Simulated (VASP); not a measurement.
# Ir (P-1) in VASP: further runs

Runs on Ir. Level: LDA. Tasks: single point.

All numbers are computed with VASP 6.6.1; they aren't measurements. Logs are shortened: lines on timing, memory, paths and dates and some standing lists are left out, and cuts for length are marked.

## 1. The cell of the first run

The typed cell holds 1 atom: a = 2.481 Å, b = 2.403 Å, c = 2.719 Å, α = 69.31°, β = 70.16°, γ = 66.95°.

## 2. Single point, LDA (engineering shear strain xz -0.2200, engineering shear strain yz -0.1650)

The input, INCAR:

```
ALGO = Fast
EDIFF = 1E-6
ENCUT = 520
ISIF = 2
ISMEAR = 0
LASPH = True
LCHARG = True
LELF = True
LREAL = False
LVHAR = True
LWAVE = False
NBANDS = 10
NELM = 60
PREC = Accurate
SIGMA = 0.15
```

The input, KPOINTS:

```
k-points
0
Gamma
  20 20 20
```

The input, POSCAR:

```
Ir
1.0
   -0.2095945338      1.7482089524      1.7482089524
    1.6958103189     -0.1571959003      1.6958103189
    1.9054048527      1.9054048527     -0.3667904341
Ir
1
Direct
    0.0000000000      0.0000000000      0.0000000000
```

Potentials or basis: VASP PAW LDA potentials, release 64 (Ir).

On the command line:

```console
> cat potpaw_LDA.64/Ir/POTCAR > POTCAR
> mpirun -np 1 vasp_std > vasp.out
```

OUTCAR:

```text
EDIFF = 1E-6
   ENCUT = 520
   ISIF = 2
   ISMEAR = 0
   LASPH = True
   LREAL = False
   NELM = 60
   PREC = Accurate

 ion  position               nearest neighbor table
   1  0.000  0.000  0.000-

  LATTYP: Found a triclinic cell.
 ALAT       =     3.8237563750
 B/A-ratio  =     1.2449632834
 C/A-ratio  =     2.5599995509
 COS(alpha) =     0.0020329850
 COS(beta)  =     0.4969533921
 COS(gamma) =     0.8654355267

  Lattice vectors:

 A1 = (   0.0000000000,  -3.8108097054,   0.3143918006)
 A2 = (   1.6958103189,  -3.9680056057,   2.0102021195)
 A3 = (  -6.9928358094,  -5.2446268572,  -4.4062487220)

Analysis of symmetry for initial positions (statically):
=====================================================================
 Subroutine PRICEL returns:
 Original cell was already a primitive cell.

 Routine SETGRP: Setting up the symmetry group for a
 triclinic supercell.

 Subroutine GETGRP returns: Found  2 space group operations
 (whereof  2 operations were pure point group operations)
 out of a pool of  2 trial point group operations.

The static configuration has the point symmetry S_2 .

Analysis of symmetry for dynamics (positions and initial velocities):
=====================================================================
 Subroutine PRICEL returns:
 Original cell was already a primitive cell.

 Routine SETGRP: Setting up the symmetry group for a
 triclinic supercell.

 Subroutine GETGRP returns: Found  2 space group operations
 (whereof  2 operations were pure point group operations)
 out of a pool of  2 trial point group operations.

The dynamic configuration has the point symmetry S_2 .

 Subroutine INISYM returns: Found  2 space group operations
 (whereof  2 operations are pure point group operations),
 and found     1 'primitive' translations

----------------------------------------------------------------------------------------

                                     Primitive cell

  volume of cell :      13.5738

  direct lattice vectors                    reciprocal lattice vectors
    -0.209594534  1.748208952  1.748208952    -0.233799008  0.283870735  0.260112868
     1.695810319 -0.157195900  1.695810319     0.292642022 -0.239738475  0.274823622
     1.905404853  1.905404853 -0.366790434     0.238653557  0.244593023 -0.215980608

  length of vectors
     2.481209171  2.403384244  2.719498213     0.450447860  0.467591609  0.404263392

  position of ions in fractional coordinates (direct lattice)
     0.000000000  0.000000000  0.000000000

  ion indices of the primitive-cell ions
   primitive index   ion index
                 1           1

----------------------------------------------------------------------------------------

 KPOINTS: k-points

Automatic generation of k-mesh.
 Grid dimensions read from file:
 generate k-points for:   20   20   20

 Generating k-lattice:

  Cartesian coordinates                     Fractional coordinates (reciprocal lattice)
    -0.011689950  0.014193537  0.013005643     0.050000000  0.000000000  0.000000000
     0.014632101 -0.011986924  0.013741181     0.000000000  0.050000000 -0.000000000
     0.011932678  0.012229651 -0.010799030     0.000000000  0.000000000  0.050000000

  Length of vectors
     0.022522393  0.023379580  0.020213170

  Shift w.r.t. Gamma in fractional coordinates (k-lattice)
     0.000000000  0.000000000  0.000000000

 Subroutine IBZKPT returns following result:
 ===========================================

 Found   4004 irreducible k-points:

 Following reciprocal coordinates:
            Coordinates               Weight
  0.000000  0.000000  0.000000      1.000000
  0.050000  0.000000  0.000000      2.000000
  0.100000  0.000000  0.000000      2.000000
  0.150000  0.000000  0.000000      2.000000
  0.200000  0.000000  0.000000      2.000000
  0.250000  0.000000 -0.000000      2.000000
[... 16 lines left out ...]
 -0.450000  0.050000  0.000000      2.000000
 -0.400000  0.050000 -0.000000      2.000000
 [... further k-points ...]
   k-points           NKPTS =   4004   k-points in BZ     NKDIM =   4004   number of bands    NBANDS=     10
   number of dos      NEDOS =    301   number of ions     NIONS =      1
   total plane-waves  NPLWV =   6480
   dimension x,y,z NGX =    18 NGY =   18 NGZ =   20
   dimension x,y,z NGXF=    36 NGYF=   36 NGZF=   40
   ions per type =               1
   NGX,Y,Z   is equivalent  to a cutoff of  12.06, 12.45, 12.23 a.u.
   NGXF,Y,Z  is equivalent  to a cutoff of  24.12, 24.90, 24.45 a.u.
 SYSTEM =  unknown system
   PREC   = accura    normal or accurate (medium, high low for compatibility)
   ISTART =      0    job   : 0-new  1-cont  2-samecut
   ICHARG =      2    charge: 1-file 2-atom 10-const
   ISPIN  =      1    spin polarized calculation?
   LNONCOLLINEAR =      F non collinear calculations
   LSORBIT =      F    spin-orbit coupling
   LASPH  =      T    aspherical Exc in radial PAW
   ENCUT  =  520.0 eV  38.22 Ry    6.18 a.u.   4.61  4.47  5.06*2*pi/ulx,y,z
   NELM   =     60;   NELMIN=  2; NELMDL= -5     # of ELM steps
   EDIFF  = 0.1E-05   stopping-criterion for ELM
   LREAL  =      F    real-space projection
   EDIFFG = 0.1E-04   stopping-criterion for IOM
   NSW    =      0    number of steps for IOM
   IBRION =     -1    ionic relax: 0-MD 1-quasi-New 2-CG
   NFREE  =      0    steps in history (QN), initial steepest desc. (CG)
   ISIF   =      2    stress and relaxation
   ISYM   =      2    0-nonsym 1-usesym 2-fastsym
   POTIM  = 0.5000    time-step for ionic-motion
   TEBEG  =    0.0;   TEEND  =   0.0 temperature during run
   PSTRESS=    0.0 pullay stress
   NELECT =       9.0000    total number of electrons
   NUPDOWN=      -1.0000    fix difference up-down
   EMIN   =  10.00;   EMAX   =-10.00  energy-range for DOS
   EFERMI =   0.00;   METHOD = LEGACY
   ISMEAR =     0;   SIGMA  =   0.15  broadening in eV -4-tet -1-fermi 0-gaus
   EFERMI_NEDOS =   21; number of points for ismear=-14 and -15
   IALGO  =     68    algorithm
   IMIX   =      4    mixing-type and parameters
     AMIX     =   0.40;   BMIX     =  1.00
     AMIX_MAG =   1.60;   BMIX_MAG =  1.00
  volume/ion in A,a.u.               =      13.57        91.60
  Fermi-wavevector in a.u.,A,eV,Ry     =   1.427540  2.697659 27.726904  2.037870
  Thomas-Fermi vector in A             =   2.547698
   LORBIT       =      0    0 simple, 1 ext, 2 COOP (PROOUT), +10 PAW based schemes
   GGA     = CA    functional components
   LHFCALC =     F    Hartree Fock is set to
   AEXX    =    0.0000 exact exchange contribution
   IVDW    =     0    specifies the selected vdW correction
   LEPSILON=     F    determine dielectric tensor
   LRPA    =     F    only Hartree local field effects (RPA)
 non-spin polarized calculation
 RMM-DIIS sequential band-by-band and
 Gauss-broadening in eV      SIGMA  =   0.15
  energy-cutoff  :      520.00
  volume of cell :       13.57
 maximum number of plane-waves:       379
   NGX =  9   NGY =  9   NGZ = 11

 number of electron       8.9999998 magnetization

 Free energy of the ion-electron system (eV)
  ---------------------------------------------------
  ext. energy  EPLUGINS =         0.00000000
  ---------------------------------------------------
  free energy    TOTEN  =        -9.40002976 eV

  energy without entropy =       -9.38589038  energy(sigma->0) =       -9.39296007

 E-fermi :  10.8652     XC(G=0): -14.3166

 val. band max:       10.8651788295   @ k =  -0.1500   0.2000   0.2000
 cond. band min:      10.8655342226   @ k =   0.4000  -0.3500   0.0500
 fundamental gap:      0.0003553931
 Fermi energy:        10.8651818633

 k-point     1 :       0.0000    0.0000    0.0000
  band No.  band energies     occupation
      1      -0.4715      2.00000
      2       4.7956      2.00000
      3       5.3536      2.00000
      4       9.1911      2.00000
      5      10.7138      1.84646
      6      10.8088      1.40479
      7      24.3587      0.00000
      8      28.2223      0.00000
      9      31.6831      0.00000
     10      36.6789      0.00000

 k-point     2 :       0.0500    0.0000    0.0000
  band No.  band energies     occupation
      1      -0.3547      2.00000
      2       4.8381      2.00000
      3       5.3588      2.00000
      4       9.2189      2.00000
      5      10.6180      1.98020
      6      10.7745      1.60728
      7      24.5771      0.00000
      8      28.2790      0.00000
      9      31.3959      0.00000
     10      36.3926      0.00000

 k-point     3 :       0.1000    0.0000    0.0000
  band No.  band energies     occupation
      1      -0.0175      2.00000
      2       4.9407      2.00000
      3       5.3911      2.00000
      4       9.3180      2.00000
      5      10.3522      2.00000
      6      10.6921      1.89734
      7      25.1794      0.00000
      8      28.1712      0.00000
      9      31.0567      0.00000
     10      36.5178      0.00000

 k-point     4 :       0.1500    0.0000    0.0000
  band No.  band energies     occupation
      1       0.4974      2.00000
      2       5.0174      2.00000
      3       5.5237      2.00000
      4       9.5144      2.00000
      5      10.0075      2.00000
      6      10.5849      1.99177
      7      25.9770      0.00000
      8      27.4439      0.00000
      9      31.4694      0.00000
     10      36.9556      0.00000
[... 222 lines left out ...]
 k-point    22 :       0.5000    0.0500   -0.0000
  band No.  band energies     occupation
      1       2.4254      2.00000
      2       5.0234      2.00000
      3       9.3134      2.00000
      4       9.5499      2.00000
      5      10.1151      2.00000
      6      13.1342      0.00000
      7      19.3573      0.00000
      8      25.6100      0.00000
      9      29.1852      0.00000
     10      34.4948      0.00000

 k-point    23 :      -0.4500    0.0500    0.0000
  band No.  band energies     occupation
      1       2.4159      2.00000
      2       5.0630      2.00000
      3       9.0699      2.00000
      4       9.4692      2.00000
      5      10.4516      1.99990
      6      12.9433      0.00000
      7      19.4305      0.00000
      8      25.7239      0.00000
      9      29.2130      0.00000
     10      34.6037      0.00000

 k-point    24 :      -0.4000    0.0500   -0.0000
  band No.  band energies     occupation
      1       2.4194      2.00000
      2       5.1316      2.00000
      3       8.4784      2.00000
      4       9.4642      2.00000
      5      10.3132      2.00000
      6      12.6307      0.00000
      7      20.0951      0.00000
      8      26.2163      0.00000
      9      29.6398      0.00000
     10      35.2589      0.00000

 [... further k-points ...]
[... 5 lines left out ...]
  --------------------------------------------------------------------------------------
  -------------------------------------------------------------------------------------
  Total        3.4790022      2.0585940      5.5324615      0.0187197      3.1384289      4.7094718
  in kB      410.6416354    242.9847340    653.0202967      2.2095659    370.4423028    555.8792724
  external PRESSURE =     435.5488887 kB  Pullay stress =       0.0000000 kB

 VOLUME and BASIS-vectors are now :
 -----------------------------------------------------------------------------
  energy-cutoff  :      520.00
  volume of cell :       13.57
      direct lattice vectors                 reciprocal lattice vectors
    -0.209594534  1.748208952  1.748208952    -0.233799008  0.283870735  0.260112868
     1.695810319 -0.157195900  1.695810319     0.292642022 -0.239738475  0.274823622
     1.905404853  1.905404853 -0.366790434     0.238653557  0.244593023 -0.215980608

 POSITION                                       TOTAL-FORCE (eV/Angst)
 -----------------------------------------------------------------------------------
      0.00000      0.00000      0.00000         0.000000      0.000000      0.000000
 -----------------------------------------------------------------------------------
    total drift:                                0.000000      0.000000     -0.000000

  FREE ENERGIE OF THE ION-ELECTRON SYSTEM (eV)
  ---------------------------------------------------
  free  energy   TOTEN  =        -9.4000297553 eV

  energy  without entropy=       -9.3858903771  energy(sigma->0) =       -9.39296007
```

It took 5.5 min on 1 thread of Intel Xeon 6975P-C, shared host; peak memory 0.64 GiB.

Results:

```yaml
Free_energy: -9.4000 eV
Pressure: 43.6 GPa
```

Caveat: the cell differs from its parent crystal (engineering shear strain xz -0.2200, engineering shear strain yz -0.1650); spin-orbit coupling is left out, which moves the levels of the heavy elements.

(Part 1 of 2 ends here.)
